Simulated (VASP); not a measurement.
Crystal: GaAs.

```
CELL_PARAMETERS angstrom
0.00000 2.83309 2.83309
2.83309 0.00000 2.83309
2.83309 2.83309 0.00000
ATOMIC_POSITIONS crystal
Ga 0.00000 0.00000 0.00000
As 0.25000 0.25000 0.25000
```

Program: VASP 6.6.1. Alike in all runs: task single point; potentials or basis VASP PAW PBE potentials, release 64 (Ga_d, As); no spin polarisation; cell as given; cutoff (eV) 520. Hardware: 1 thread of Intel(R) Xeon(R) Platinum 8375C CPU @ 2.90GHz (Ice Lake) (shared host).

Order these runs on this cell by their wall time, lowest first.
A. level r2SCAN; k mesh 8 × 8 × 8; smearing gaussian 0.01 eV
B. level PBE; k mesh 4 × 4 × 4; smearing gaussian 0.01 eV
C. level PBE; k mesh 8 × 8 × 8; smearing fermi-dirac 0.02 eV

B (7.2 s), C (18 s), A (62 s).

Caveats: some runs use coarse meshes.
